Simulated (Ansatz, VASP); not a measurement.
# Ag in VASP and in Ansatz

The input POSCAR:

```
Ag
1.0
    2.9036756676      0.0000000000      0.0000000000
   -1.4518378338      2.5146568925      0.0000000000
    0.0000000000      0.0000000000      4.6525887255
Ag
2
Direct
    0.3333333333      0.6666666667      0.2500000000
    0.6666666667      0.3333333333      0.7500000000
```

File INCAR.step1:

```
ALGO = Normal ; EDIFF = 1E-4
ENCUT = 520 ; GGA = PE
ISMEAR = 0 ; LASPH = T
LCHARG = F ; LREAL = F
LWAVE = T ; NBANDS = 18
NELM = 60 ; PREC = Accurate
SIGMA = 0.1
```

INCAR.step2

```
ALGO = Normal ; EDIFF = 1E-6
ENCUT = 520 ; ISIF = 2
ISMEAR = 0 ; ISTART = 1
LASPH = T ; LCHARG = F
LMIXTAU = T ; LREAL = F
LWAVE = F ; METAGGA = R2SCAN
NBANDS = 18 ; NELM = 60
PREC = Accurate ; SIGMA = 0.1
```

KPOINTS

```
k-points
0
Gamma
  24 24 12
```

Input for Ansatz:

```yaml
crystal:
  lattice:
    - [2.9036756676, 0.0, 0.0]
    - [-1.4518378338, 2.5146568925, 0.0]
    - [0.0, 0.0, 4.6525887255]
  atoms:
    - { symbol: Ag, position: [0.3333333333, 0.6666666667, 0.25] }
    - { symbol: Ag, position: [0.6666666667, 0.3333333333, 0.75] }
basis:
  ecutwfc: 500
kpoints:
  mp_grid: { grid: [24, 24, 12] }
hamiltonian:
  xc: r2scan
scf:
  occupations: { method: gaussian, width: 0.1 }
output:
  forces: true
  stress: true
  eigenvalues: true
```

Change from the starting cell: strain along c alone, the other axes held, atoms relaxed: -2.0 %.

Alike in both runs: task single point; functional r2SCAN; k mesh 24 × 24 × 12; occupations gaussian, width 0.1 eV; no spin polarisation.

|  | VASP | Ansatz |
| --- | --- | --- |
| version | VASP 6.6.1 | Ansatz 0.2.0 |
| potentials or method | VASP PAW PBE potentials, release 64 (Ag), cutoff 520 eV | scalar-relativistic, plane waves, PAW |
| valence electrons in the cell | 22 | 38 |

```csv
,VASP,Ansatz,Ansatz less VASP
gap on the k mesh at the Fermi level (eV),none,none,-
pressure (GPa),2.3,2.1,-0.18
"traceless stress, the component that is largest in VASP (GPa)",1.85,1.83,-0.023
```

VASP's potentials were made for PBE, not for r2SCAN. A gap of «none» marks a metal or a gap that the smearing closes. VASP's potentials hold 22 valence electrons a cell and Ansatz's 38, so a difference there can come from the potentials and not from the codes.
